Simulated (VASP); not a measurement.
# FeCu (Fm-3m) in VASP: notebook

FeCu is run at these levels: PBE; tasks: single point.

Everything below comes from runs of VASP 6.6.1. Logs are shortened: lines on timing, memory, paths and dates and some standing lists are left out, and cuts for length are marked.

## Step 1: The cell of the first run

Symmetry: Fm-3m, No. 225, cubic system. Conventional cell: a = 4.251 Å, b = 4.251 Å, c = 4.251 Å, α = 90.00°, β = 90.00°, γ = 90.00°. Fe (site symmetry m-3m) has 6 Cu at 2.13 Å within 2.8 Å. Within 2.8 Å of Cu (site symmetry m-3m) lie 6 Fe at 2.13 Å.

## Step 2: Single point, PBE, collinear spin, ferromagnetic start (volume scaled by 0.94)

INCAR

```
PREC = Accurate
ENCUT = 520
EDIFF = 1E-7
ISMEAR = -1
SIGMA = 0.05
LREAL = F
LASPH = T
NELM = 150
ALGO = Fast
ISIF = 2
LWAVE = F
LCHARG = F
ISPIN = 2
MAGMOM = 3 0.6
LORBIT = 11
LMAXMIX = 4
GGA = PE
NBANDS = 20
```

KPOINTS

```
Automatic mesh
0
Gamma
  11 11 11
```

POSCAR

```
FeCu
1.0
    0.0000000000      2.1253663771      2.1253663771
    2.1253663771      0.0000000000      2.1253663771
    2.1253663771      2.1253663771      0.0000000000
Fe Cu
1 1
Direct
    0.5000000000      0.5000000000      0.5000000000
    0.0000000000      0.0000000000      0.0000000000
```

Potentials or basis: VASP PAW PBE potentials, release 64 (Fe, Cu).

Command:

```
$ cat potpaw_PBE.64/Fe/POTCAR potpaw_PBE.64/Cu/POTCAR > POTCAR
$ mpirun -np 1 vasp_std > vasp.out
```

OUTCAR:

```text
PREC = Accurate
   ENCUT = 520
   EDIFF = 1E-7
   ISMEAR = -1
   LREAL = F
   LASPH = T
   NELM = 150
   ISIF = 2
   ISPIN = 2
   LORBIT = 11
   GGA = PE

 ion  position               nearest neighbor table
   1  0.500  0.500  0.500-   2 2.13   2 2.13   2 2.13   2 2.13   2 2.13   2 2.13
   2  0.000  0.000  0.000-   1 2.13   1 2.13   1 2.13   1 2.13   1 2.13   1 2.13

  LATTYP: Found a face centered cubic cell.
 ALAT       =     4.2507327542

  Lattice vectors:

 A1 = (   0.0000000000,   2.1253663771,   2.1253663771)
 A2 = (   2.1253663771,   0.0000000000,   2.1253663771)
 A3 = (   2.1253663771,   2.1253663771,   0.0000000000)

Analysis of symmetry for initial positions (statically):
=====================================================================
 Subroutine PRICEL returns:
 Original cell was already a primitive cell.

 Routine SETGRP: Setting up the symmetry group for a
 face centered cubic supercell.

 Subroutine GETGRP returns: Found 48 space group operations
 (whereof 48 operations were pure point group operations)
 out of a pool of 48 trial point group operations.

The static configuration has the point symmetry O_h .

Analysis of symmetry for dynamics (positions and initial velocities):
=====================================================================
 Subroutine PRICEL returns:
 Original cell was already a primitive cell.

 Routine SETGRP: Setting up the symmetry group for a
 face centered cubic supercell.

 Subroutine GETGRP returns: Found 48 space group operations
 (whereof 48 operations were pure point group operations)
 out of a pool of 48 trial point group operations.

The dynamic configuration has the point symmetry O_h .

Analysis of structural, dynamic, and magnetic symmetry:
=====================================================================
 Subroutine PRICEL returns:
 Original cell was already a primitive cell.

 Routine SETGRP: Setting up the symmetry group for a
 face centered cubic supercell.

 Subroutine GETGRP returns: Found 48 space group operations
 (whereof 48 operations were pure point group operations)
 out of a pool of 48 trial point group operations.

The overall configuration has the point symmetry O_h .

 Subroutine INISYM returns: Found 48 space group operations
 (whereof 48 operations are pure point group operations),
 and found     1 'primitive' translations

----------------------------------------------------------------------------------------

                                     Primitive cell

  volume of cell :      19.2013

  direct lattice vectors                    reciprocal lattice vectors
     0.000000000  2.125366377  2.125366377    -0.235253557  0.235253557  0.235253557
     2.125366377  0.000000000  2.125366377     0.235253557 -0.235253557  0.235253557
     2.125366377  2.125366377  0.000000000     0.235253557  0.235253557 -0.235253557

  length of vectors
     3.005721956  3.005721956  3.005721956     0.407471113  0.407471113  0.407471113

  position of ions in fractional coordinates (direct lattice)
     0.500000000  0.500000000  0.500000000
     0.000000000  0.000000000  0.000000000

  ion indices of the primitive-cell ions
   primitive index   ion index
                 1           1
                 2           2

----------------------------------------------------------------------------------------

 KPOINTS: Automatic mesh

Automatic generation of k-mesh.
 Grid dimensions read from file:
 generate k-points for:   11   11   11

 Generating k-lattice:

  Cartesian coordinates                     Fractional coordinates (reciprocal lattice)
    -0.021386687  0.021386687  0.021386687     0.090909091  0.000000000  0.000000000
     0.021386687 -0.021386687  0.021386687     0.000000000  0.090909091  0.000000000
     0.021386687  0.021386687 -0.021386687     0.000000000  0.000000000  0.090909091

  Length of vectors
     0.037042828  0.037042828  0.037042828

  Shift w.r.t. Gamma in fractional coordinates (k-lattice)
     0.000000000  0.000000000  0.000000000

 Subroutine IBZKPT returns following result:
 ===========================================

 Found     56 irreducible k-points:

 Following reciprocal coordinates:
            Coordinates               Weight
  0.000000  0.000000  0.000000      1.000000
  0.090909  0.000000  0.000000      8.000000
  0.181818  0.000000  0.000000      8.000000
  0.272727  0.000000  0.000000      8.000000
  0.363636  0.000000  0.000000      8.000000
  0.454545  0.000000  0.000000      8.000000
[... 16 lines left out ...]
 -0.272727  0.181818  0.000000     24.000000
 -0.181818  0.181818  0.000000     12.000000
 [... further k-points ...]
   k-points           NKPTS =     56   k-points in BZ     NKDIM =     56   number of bands    NBANDS=     20
   number of dos      NEDOS =    301   number of ions     NIONS =      2
   total plane-waves  NPLWV =  13824
   dimension x,y,z NGX =    24 NGY =   24 NGZ =   24
   dimension x,y,z NGXF=    48 NGYF=   48 NGZF=   48
   ions per type =               1   1
   NGX,Y,Z   is equivalent  to a cutoff of  13.27, 13.27, 13.27 a.u.
   NGXF,Y,Z  is equivalent  to a cutoff of  26.55, 26.55, 26.55 a.u.
 SYSTEM =  unknown system
   PREC   = accura    normal or accurate (medium, high low for compatibility)
   ISTART =      0    job   : 0-new  1-cont  2-samecut
   ICHARG =      2    charge: 1-file 2-atom 10-const
   ISPIN  =      2    spin polarized calculation?
   LNONCOLLINEAR =      F non collinear calculations
   LSORBIT =      F    spin-orbit coupling
   LASPH  =      T    aspherical Exc in radial PAW
   ENCUT  =  520.0 eV  38.22 Ry    6.18 a.u.   5.59  5.59  5.59*2*pi/ulx,y,z
   NELM   =    150;   NELMIN=  2; NELMDL= -5     # of ELM steps
   EDIFF  = 0.1E-06   stopping-criterion for ELM
   LREAL  =      F    real-space projection
   EDIFFG = 0.1E-05   stopping-criterion for IOM
   NSW    =      0    number of steps for IOM
   IBRION =     -1    ionic relax: 0-MD 1-quasi-New 2-CG
   NFREE  =      0    steps in history (QN), initial steepest desc. (CG)
   ISIF   =      2    stress and relaxation
   ISYM   =      2    0-nonsym 1-usesym 2-fastsym
   POTIM  = 0.5000    time-step for ionic-motion
   TEBEG  =    0.0;   TEEND  =   0.0 temperature during run
   PSTRESS=    0.0 pullay stress
   NELECT =      19.0000    total number of electrons
   NUPDOWN=      -1.0000    fix difference up-down
   EMIN   =  10.00;   EMAX   =-10.00  energy-range for DOS
   EFERMI =   0.00;   METHOD = LEGACY
   ISMEAR =    -1;   SIGMA  =   0.05  broadening in eV -4-tet -1-fermi 0-gaus
   EFERMI_NEDOS =   21; number of points for ismear=-14 and -15
   IALGO  =     68    algorithm
   IMIX   =      4    mixing-type and parameters
     AMIX     =   0.40;   BMIX     =  1.00
     AMIX_MAG =   1.60;   BMIX_MAG =  1.00
  volume/ion in A,a.u.               =       9.60        64.79
  Fermi-wavevector in a.u.,A,eV,Ry     =   1.631357  3.082817 36.209514  2.661324
  Thomas-Fermi vector in A             =   2.723506
   LORBIT       =     11    0 simple, 1 ext, 2 COOP (PROOUT), +10 PAW based schemes
   GGA     = PE    functional components
   LHFCALC =     F    Hartree Fock is set to
   AEXX    =    0.0000 exact exchange contribution
   IVDW    =     0    specifies the selected vdW correction
   LEPSILON=     F    determine dielectric tensor
   LRPA    =     F    only Hartree local field effects (RPA)
 spin polarized calculation
 RMM-DIIS sequential band-by-band and
  energy-cutoff  :      520.00
  volume of cell :       19.20
 maximum number of plane-waves:       532
   NGX = 11   NGY = 11   NGZ = 11

 number of electron      19.0000004 magnetization       2.4169213

 Free energy of the ion-electron system (eV)
  ---------------------------------------------------
  ext. energy  EPLUGINS =         0.00000000
  ---------------------------------------------------
  free energy    TOTEN  =        -8.36011996 eV

  energy without entropy =       -8.34456039  energy(sigma->0) =       -8.35234018

 E-fermi :   9.4246     XC(G=0): -13.9460

 val. band max:        9.4225201783   @ k =   0.3636   0.1818   0.0000
 cond. band min:       9.4280260112   @ k =  -0.4545   0.2727   0.0000
 fundamental gap:      0.0055058328
 Fermi energy:         9.4245501721

 spin component 1

 k-point     1 :       0.0000    0.0000    0.0000
  band No.  band energies     occupation
      1      -1.0291      1.00000
      2       3.2209      1.00000
      3       3.2209      1.00000
      4       3.5060      1.00000
      5       3.5060      1.00000
      6       3.5060      1.00000
[... 12 lines left out ...]
     19      31.9412      0.00000
     20      31.9412      0.00000

 k-point     2 :       0.0909    0.0000    0.0000
  band No.  band energies     occupation
      1      -0.8015      1.00000
      2       3.3031      1.00000
      3       3.3031      1.00000
      4       3.4968      1.00000
      5       3.6031      1.00000
      6       3.6031      1.00000
[... 498 lines left out ...]
 k-point    24 :      -0.1818    0.1818    0.0000
  band No.  band energies     occupation
      1       1.1716      1.00000
      2       3.3823      1.00000
      3       3.7830      1.00000
      4       4.2551      1.00000
      5       4.2849      1.00000
      6       4.7554      1.00000
[... 12 lines left out ...]
     19      33.4782      0.00000
     20      34.7933      0.00000

 [... further k-points ...]

 spin component 2

 k-point     1 :       0.0000    0.0000    0.0000
  band No.  band energies     occupation
      1      -0.8999      1.00000
      2       3.7876      1.00000
      3       3.7877      1.00000
      4       4.1878      1.00000
      5       4.1878      1.00000
      6       4.1879      1.00000
[... 12 lines left out ...]
     19      32.4522      0.00000
     20      32.4522      0.00000

 k-point     2 :       0.0909    0.0000    0.0000
  band No.  band energies     occupation
      1      -0.6719      1.00000
      2       3.8643      1.00000
      3       3.8644      1.00000
      4       4.1689      1.00000
      5       4.2760      1.00000
      6       4.2760      1.00000
[... 498 lines left out ...]
 k-point    24 :      -0.1818    0.1818    0.0000
  band No.  band energies     occupation
      1       1.3290      1.00000
      2       3.9930      1.00000
      3       4.2806      1.00000
      4       4.7250      1.00000
      5       4.8543      1.00000
      6       5.2922      1.00000
[... 12 lines left out ...]
     19      33.9917      0.00000
     20      35.0897      0.00000

 [... further k-points ...]
[... 5 lines left out ...]
  --------------------------------------------------------------------------------------
  -------------------------------------------------------------------------------------
  Total       12.3325913     12.3325913     12.3325913     -0.0000000     -0.0000000      0.0000000
  in kB     1029.0429672   1029.0429672   1029.0429672     -0.0000000     -0.0000000      0.0000000
  external PRESSURE =    1029.0429672 kB  Pullay stress =       0.0000000 kB

 VOLUME and BASIS-vectors are now :
 -----------------------------------------------------------------------------
  energy-cutoff  :      520.00
  volume of cell :       19.20
      direct lattice vectors                 reciprocal lattice vectors
     0.000000000  2.125366377  2.125366377    -0.235253557  0.235253557  0.235253557
     2.125366377  0.000000000  2.125366377     0.235253557 -0.235253557  0.235253557
     2.125366377  2.125366377  0.000000000     0.235253557  0.235253557 -0.235253557

 POSITION                                       TOTAL-FORCE (eV/Angst)
 -----------------------------------------------------------------------------------
      2.12537      2.12537      2.12537         0.000000     -0.000000      0.000000
      0.00000      0.00000      0.00000        -0.000000      0.000000     -0.000000
 -----------------------------------------------------------------------------------
    total drift:                                0.000000     -0.000000     -0.000000

  FREE ENERGIE OF THE ION-ELECTRON SYSTEM (eV)
  ---------------------------------------------------
  free  energy   TOTEN  =        -8.3601199586 eV

  energy  without entropy=       -8.3445603942  energy(sigma->0) =       -8.35234018

 total charge

# of ion       s       p       d       tot
------------------------------------------
    1        0.552   0.650   6.531   7.732
    2        0.709   0.681   9.222  10.612
--------------------------------------------------
tot          1.261   1.331  15.753  18.344

 magnetization (x)

# of ion       s       p       d       tot
------------------------------------------
    1        0.011  -0.014   2.240   2.238
    2       -0.030  -0.045   0.238   0.163
--------------------------------------------------
tot         -0.019  -0.058   2.478   2.401
```

Wall time 40 s (1 thread of Intel Xeon Platinum 8259CL at 2.50GHz (Skylake/Cascade Lake), shared host); peak memory 0.17 GiB.

What came out:

```
Free energy                                           : -8.3601 eV
Pressure                                              : 102.9 GPa
Net moment                                            : 2.42 μB per cell
Site moments                                          : Fe +2.24; Cu +0.16 μB
Valence electrons inside the program's atomic spheres : Fe 7.73; Cu 10.61
```

## Step 3: Single point, PBE, collinear spin, ferromagnetic start (volume scaled by 0.96)

INCAR

```
ALGO = Normal ; EDIFF = 1E-6
ENCUT = 520 ; GGA = PE
ISIF = 2 ; ISMEAR = -1
ISPIN = 2 ; LASPH = True
LCHARG = True ; LELF = True
LMAXMIX = 4 ; LORBIT = 11
LREAL = False ; LVHAR = True
LWAVE = False ; MAGMOM = 3 0.6
NBANDS = 20 ; NELM = 150
PREC = Accurate ; SIGMA = 0.05
```

KPOINTS

```
k-points
0
Gamma
  11 11 11
```

POSCAR

```
FeCu
1.0
    0.0000000000      2.1403342391      2.1403342391
    2.1403342391      0.0000000000      2.1403342391
    2.1403342391      2.1403342391      0.0000000000
Fe Cu
1 1
Direct
    0.5000000000      0.5000000000      0.5000000000
    0.0000000000      0.0000000000      0.0000000000
```

Potentials or basis: VASP PAW PBE potentials, release 64 (Fe, Cu).

Command:

```
$ cat potpaw_PBE.64/Fe/POTCAR potpaw_PBE.64/Cu/POTCAR > POTCAR
$ mpirun -np 1 vasp_std > vasp.out
```

OUTCAR:

```text
EDIFF = 1E-6
   ENCUT = 520
   GGA = PE
   ISIF = 2
   ISMEAR = -1
   ISPIN = 2
   LASPH = True
   LORBIT = 11
   LREAL = False
   NELM = 150
   PREC = Accurate

 ion  position               nearest neighbor table
   1  0.500  0.500  0.500-   2 2.14   2 2.14   2 2.14   2 2.14   2 2.14   2 2.14
   2  0.000  0.000  0.000-   1 2.14   1 2.14   1 2.14   1 2.14   1 2.14   1 2.14

  LATTYP: Found a face centered cubic cell.
 ALAT       =     4.2806684782

  Lattice vectors:

 A1 = (   0.0000000000,   2.1403342391,   2.1403342391)
 A2 = (   2.1403342391,   0.0000000000,   2.1403342391)
 A3 = (   2.1403342391,   2.1403342391,   0.0000000000)

Analysis of symmetry for initial positions (statically):
=====================================================================
 Subroutine PRICEL returns:
 Original cell was already a primitive cell.

 Routine SETGRP: Setting up the symmetry group for a
 face centered cubic supercell.

 Subroutine GETGRP returns: Found 48 space group operations
 (whereof 48 operations were pure point group operations)
 out of a pool of 48 trial point group operations.

The static configuration has the point symmetry O_h .

Analysis of symmetry for dynamics (positions and initial velocities):
=====================================================================
 Subroutine PRICEL returns:
 Original cell was already a primitive cell.

 Routine SETGRP: Setting up the symmetry group for a
 face centered cubic supercell.

 Subroutine GETGRP returns: Found 48 space group operations
 (whereof 48 operations were pure point group operations)
 out of a pool of 48 trial point group operations.

The dynamic configuration has the point symmetry O_h .

Analysis of structural, dynamic, and magnetic symmetry:
=====================================================================
 Subroutine PRICEL returns:
 Original cell was already a primitive cell.

[... 148 lines left out ...]
  ext. energy  EPLUGINS =         0.00000000
  ---------------------------------------------------
  free energy    TOTEN  =        -8.61002296 eV

  energy without entropy =       -8.59365906  energy(sigma->0) =       -8.60184101

 E-fermi :   9.1404     XC(G=0): -13.8169

 val. band max:        9.1094958881   @ k =   0.1818   0.1818   0.0000
 cond. band min:       9.1428565169   @ k =  -0.0909   0.0909   0.0000
 fundamental gap:      0.0333606288
 Fermi energy:         9.1403686525

 spin component 1

 k-point     1 :       0.0000    0.0000    0.0000
  band No.  band energies     occupation
      1      -1.1701      1.00000
      2       3.0623      1.00000
      3       3.0623      1.00000
      4       3.3454      1.00000
      5       3.3454      1.00000
      6       3.3454      1.00000
[... 541 lines left out ...]
     19      32.8234      0.00000
     20      34.1672      0.00000

 [... further k-points ...]

 spin component 2

 k-point     1 :       0.0000    0.0000    0.0000
  band No.  band energies     occupation
      1      -1.0355      1.00000
      2       3.6579      1.00000
      3       3.6580      1.00000
      4       4.0509      1.00000
      5       4.0509      1.00000
      6       4.0510      1.00000
[... 541 lines left out ...]
     19      33.3514      0.00000
     20      34.4786      0.00000

 [... further k-points ...]

------------------------ aborting loop because EDIFF is reached ----------------------------------------

  FORCE on cell =-STRESS in cart. coord.  units (eV):
  Direction    XX          YY          ZZ          XY          YZ          ZX
  --------------------------------------------------------------------------------------
  -------------------------------------------------------------------------------------
  Total       11.4292076     11.4292076     11.4292076     -0.0000000      0.0000000     -0.0000000
  in kB      933.7957875    933.7957875    933.7957875     -0.0000000      0.0000000     -0.0000000
  external PRESSURE =     933.7957875 kB  Pullay stress =       0.0000000 kB

 VOLUME and BASIS-vectors are now :
 -----------------------------------------------------------------------------
  energy-cutoff  :      520.00
  volume of cell :       19.61
      direct lattice vectors                 reciprocal lattice vectors
     0.000000000  2.140334239  2.140334239    -0.233608373  0.233608373  0.233608373
     2.140334239  0.000000000  2.140334239     0.233608373 -0.233608373  0.233608373
     2.140334239  2.140334239  0.000000000     0.233608373  0.233608373 -0.233608373

 POSITION                                       TOTAL-FORCE (eV/Angst)
 -----------------------------------------------------------------------------------
      2.14033      2.14033      2.14033        -0.000000     -0.000000      0.000000
      0.00000      0.00000      0.00000         0.000000      0.000000     -0.000000
 -----------------------------------------------------------------------------------
    total drift:                                0.000000     -0.000000     -0.000000

  FREE ENERGIE OF THE ION-ELECTRON SYSTEM (eV)
  ---------------------------------------------------
  free  energy   TOTEN  =        -8.6100229580 eV

  energy  without entropy=       -8.5936590648  energy(sigma->0) =       -8.60184101

 total charge

# of ion       s       p       d       tot
------------------------------------------
    1        0.542   0.631   6.497   7.670
    2        0.698   0.660   9.214  10.572
--------------------------------------------------
tot          1.241   1.291  15.710  18.242

 magnetization (x)

# of ion       s       p       d       tot
------------------------------------------
    1        0.011  -0.012   2.319   2.318
    2       -0.031  -0.044   0.252   0.176
--------------------------------------------------
tot         -0.020  -0.057   2.571   2.494
```

stdout:

```text
POSCAR found type information on POSCAR FeCu
 POSCAR found :  2 types and       2 ions
 scaLAPACK will be used
 LDA part: xc-table for (Slater+PW92), standard interpolation
 POSCAR, INCAR and KPOINTS ok, starting setup
 FFT: planning ... GRIDC
 FFT: planning ... GRID_SOFT
 FFT: planning ... GRID
 WAVECAR not read
 entering main loop
```

Run time: 38 s. Hardware: 1 thread of Intel Xeon Platinum 8259CL at 2.50GHz (Skylake/Cascade Lake), shared host; peak memory 0.17 GiB.

What came out:

* Free energy: -8.6100 eV
* Pressure: 93.4 GPa
* Net moment: 2.51 μB per cell
* Site moments: Fe +2.32; Cu +0.18 μB
* Valence electrons inside the program's atomic spheres: Fe 7.67; Cu 10.57
